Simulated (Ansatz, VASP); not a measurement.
**Two plane-wave programs on SnO2**

INCAR

```
SYSTEM = SnO2
ALGO = Normal
EDIFF = 1E-7
ENCUT = 520
GGA = PE
ISIF = 2
ISMEAR = 0
LASPH = .TRUE.
LCHARG = .TRUE.
LELF = .TRUE.
LREAL = .FALSE.
LVHAR = .TRUE.
LWAVE = .FALSE.
NBANDS = 64
NELM = 80
PREC = Accurate
SIGMA = 0.05
```

Contents of KPOINTS:

```
k-points
0
G
  6 6 6
  0 0 0
```

The input POSCAR:

```
SnO2
1.0
    0.0000000000      4.5220682583      4.5220682583
    4.5220682583      0.0000000000      4.5220682583
    4.5220682583      4.5220682583      0.0000000000
Sn O
4 8
Direct
    0.2824500780      0.1250000000      0.4675499220
    0.6250000000      0.1250000000      0.1250000000
    0.1250000000      0.6250000000      0.1250000000
    0.1250000000      0.1250000000      0.1250000000
    0.8910551956      0.8910551956      0.8910551956
    0.8910551956      0.3268344131      0.8910551956
    0.8910551956      0.8910551956      0.3268344131
    0.3268344131      0.8910551956      0.8910551956
    0.9231655869      0.3589448044      0.3589448044
    0.3589448044      0.3589448044      0.9231655869
    0.3589448044      0.9231655869      0.3589448044
    0.3589448044      0.3589448044      0.3589448044
```

Input for Ansatz:

```yaml
crystal:
  lattice:
    - [0.0, 4.5220682583, 4.5220682583]
    - [4.5220682583, 0.0, 4.5220682583]
    - [4.5220682583, 4.5220682583, 0.0]
  atoms:
    - { symbol: Sn, position: [0.282450078, 0.125, 0.467549922] }
    - { symbol: Sn, position: [0.625, 0.125, 0.125] }
    - { symbol: Sn, position: [0.125, 0.625, 0.125] }
    - { symbol: Sn, position: [0.125, 0.125, 0.125] }
    - { symbol: O, position: [0.8910551956, 0.8910551956, 0.8910551956] }
    - { symbol: O, position: [0.8910551956, 0.3268344131, 0.8910551956] }
    - { symbol: O, position: [0.8910551956, 0.8910551956, 0.3268344131] }
    - { symbol: O, position: [0.3268344131, 0.8910551956, 0.8910551956] }
    - { symbol: O, position: [0.9231655869, 0.3589448044, 0.3589448044] }
    - { symbol: O, position: [0.3589448044, 0.3589448044, 0.9231655869] }
    - { symbol: O, position: [0.3589448044, 0.9231655869, 0.3589448044] }
    - { symbol: O, position: [0.3589448044, 0.3589448044, 0.3589448044] }
basis:
  ecutwfc: 420
kpoints:
  mp_grid: { grid: [6, 6, 6] }
hamiltonian:
  xc: pbe
  pseudopotentials: { kind: paw, azcp: { folder: soft_1 } }
scf:
  occupations: { method: gaussian, width: 0.05 }
output:
  forces: true
  stress: true
  eigenvalues: true
```

Alike in both runs: task single point; functional PBE; k mesh 6 × 6 × 6; occupations gaussian, width 0.05 eV; no spin polarisation.

```csv
,VASP,Ansatz
version,VASP 6.6.1,Ansatz 0.2.0
potentials or method,"VASP PAW PBE potentials, release 64 (Sn_d, O), cutoff 520 eV","scalar-relativistic, plane waves, PAW"
valence electrons in the cell,104,104
```

|  | VASP | Ansatz | Ansatz less VASP |
| --- | --- | --- | --- |
| gap on the k mesh at the Fermi level (eV) | none | none | - |
| rms of the force components (eV/Å) | 9.752 | 10.084 | +0.3317 |

Atom by atom the forces differ by 0.432 eV/Å (rms over components). A gap of «none» marks a metal or a gap that the smearing closes.
